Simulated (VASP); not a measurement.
Crystal: Al.

```xyz
1
Lattice="-1.5912 1.5912 1.5912 1.5912 -1.5912 1.5912 1.5912 1.5912 -1.5912" Properties=species:S:1:pos:R:3 pbc="T T T"
Al    0.0000    0.0000    0.0000
```

Base run:

- Program: VASP 6.6.1
- Functional: PBE0
- Potentials or basis: VASP PAW PBE potentials, release 64 (Al)
- Cutoff: 520 eV
- k mesh: 8 × 8 × 8
- Occupations: fermi-dirac, width 0.05 eV
- Spin: no spin polarisation

Its results: pressure 3.7 GPa.

Task: The run is repeated on the same cell with these changes: k mesh from 8 × 8 × 8 to 6 × 6 × 6. What comes out?

Result: Pressure 3.2 GPa.

Caveats: some runs use coarse meshes; the PAW data sets were made with another functional, which shifts forces and pressure a little.
